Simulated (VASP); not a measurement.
A run of VASP 6.6.1:

Contents of INCAR:

```
ALGO = Normal ; EDIFF = 1E-7
ENCUT = 520 ; GGA = RP
ISIF = 2 ; ISMEAR = -1
ISPIN = 2 ; LASPH = True
LCHARG = True ; LELF = True
LMAXMIX = 4 ; LORBIT = 11
LREAL = False ; LVHAR = True
LWAVE = False ; MAGMOM = 0 3.2
NBANDS = 17 ; NELM = 150
PREC = Accurate ; SIGMA = 0.1
```

File KPOINTS:

```
k-points
0
Gamma
  10 10 10
```

POSCAR

```
AlCo
1.0
    2.8746379962      0.0000000000      0.0000000000
    0.0000000000      2.8746379962      0.0000000000
    0.0000000000      0.0000000000      2.8746379962
Al Co
1 1
Direct
    0.0000000000      0.0000000000      0.0000000000
    0.5000000000      0.5000000000      0.5000000000
```

Potentials or basis: VASP PAW PBE potentials, release 64 (Al, Co).

Run with:

```console
$ cat potpaw_PBE.64/Al/POTCAR potpaw_PBE.64/Co/POTCAR > POTCAR
$ mpirun -np 1 vasp_std > vasp.out
```

Hardware: 1 thread of Intel Xeon 6975P-C, on a shared host.

Task: How long does it take, and how much memory?

Result: Wall time 41 s on 1 thread of Intel Xeon 6975P-C (shared host), peak memory 0.17 GiB. Counts: scf iterations 18, k points 56.
